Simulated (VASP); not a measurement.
Write the native input for VASP 6.6.1 that does the following.

```yaml
Task: single point
Functional: PBE
Dispersion: D3(BJ)
Potentials_or_basis: VASP PAW PBE potentials, release 64 (W_sv, Si)
Cutoff: 520 eV
k_mesh: 6 × 6 × 1
Occupations: gaussian, width 0.1 eV
Spin: no spin polarisation
Dipole_correction: yes
Further_INCAR_settings: ALGO = Normal; EDIFF = 1e-06; NBANDS = 53
```

The structure of SiW6 lies in POSCAR:

```
SiW6
1.0
    4.4682526324      0.0000000000      0.0000000000
   -2.2341263162      3.8696202902      0.0000000000
    0.0000000000      0.0000000000     21.7259061349
W Si
6 1
Direct
    0.6666666667      0.3333333333      0.1841119986
    0.3333333333      0.6666666667      0.2260931360
    0.0000000000      0.0000000000      0.2680742733
    0.6666666667      0.3333333333      0.3070897866
    0.3333333333      0.6666666667      0.3466976876
    0.0000000000      0.0000000000      0.3832248047
    0.1111111111      0.4444444444      0.5259116036
```

The input as run:

INCAR

```
SYSTEM = SiW6
PREC = Accurate ; ENCUT = 520
EDIFF = 1E-6 ; ISMEAR = 0
SIGMA = 0.1 ; LREAL = .False.
LASPH = .True. ; NELM = 60
ALGO = Normal ; ISIF = 2
LWAVE = .False. ; LCHARG = .False.
LDIPOL = .True. ; IDIPOL = 3
DIPOL = 0.5 0.5 0.320 ; GGA = PE
IVDW = 12 ; NBANDS = 53
```

KPOINTS

```
regular mesh
0
Gamma
  6 6 1
  0 0 0
```

Potentials or basis: VASP PAW PBE potentials, release 64 (W_sv, Si).

The run is started by

```bash
$ cat potpaw_PBE.64/W_sv/POTCAR potpaw_PBE.64/Si/POTCAR > POTCAR
$ mpirun -np 1 vasp_std > vasp.out
```

Results of the run:

| Property | Result |
| --- | --- |
| Largest force | 2.107 eV/Å |
| Band gap on the k mesh | zero (bands 44 and 45 overlap by 0.37 eV) |
| Dispersion energy per atom | -0.400 eV |

Caveat: spin-orbit coupling is left out, which moves the levels of the heavy elements.

Run time: 13 min on 1 thread of Intel(R) Xeon(R) Platinum 8488C (Sapphire Rapids) (shared host), peak memory 0.67 GiB.
